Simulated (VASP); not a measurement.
Here is a VASP 6.6.1 calculation.

The input INCAR:

```
PREC     = Accurate       # precision mode
ENCUT    = 520            # plane-wave cutoff, eV
EDIFF    = 1E-8           # SCF threshold, eV
ISMEAR   = -1             # smearing method
SIGMA    = 0.02           # smearing width, eV
LREAL    = F              # projectors in reciprocal space
LASPH    = T              # aspherical terms in the spheres
NELM     = 80             # most SCF steps
ALGO     = Normal         # electronic algorithm
ISIF     = 2              # what is computed and relaxed
LWAVE    = F              # write WAVECAR
LCHARG   = F              # write CHGCAR
GGA      = PE             # functional
LEFG     = T            
NBANDS   = 15             # bands
```

The input KPOINTS:

```
regular mesh
0
Gamma
  7 7 7
```

POSCAR

```
KCl
1.0
    3.6340000000     -0.0181700000     -0.0181700000
   -0.0181700000      3.6340000000     -0.0181700000
   -0.0181700000     -0.0181700000      3.6340000000
K Cl
1 1
Direct
    0.0000000000      0.0000000000      0.0000000000
    0.5000000000      0.5000000000      0.5000000000
```

Potentials or basis: VASP PAW PBE potentials, release 64 (K_sv, Cl).

Run with:

```sh
$ cat potpaw_PBE.64/K_sv/POTCAR potpaw_PBE.64/Cl/POTCAR > POTCAR
$ mpirun -np 1 vasp_std > vasp.out
```

Question: What does it give for the band gap on the k mesh?

Answer: 5.61 eV, indirect (least direct gap 5.81 eV).

Question: Estimate the pressure.

Answer: 4.5 GPa.

Stress tensor (GPa, compression positive):
```
4.54 0.17 0.17
0.17 4.54 0.17
0.17 0.17 4.54
```

Caveat: the cell differs from its parent crystal (equal xy, yz and zx shear strains of -1 %); without QUAD_EFG the Cq values of the log hold for a quadrupole moment of 1 mb, not for the nuclei. A k mesh can miss the band edges.
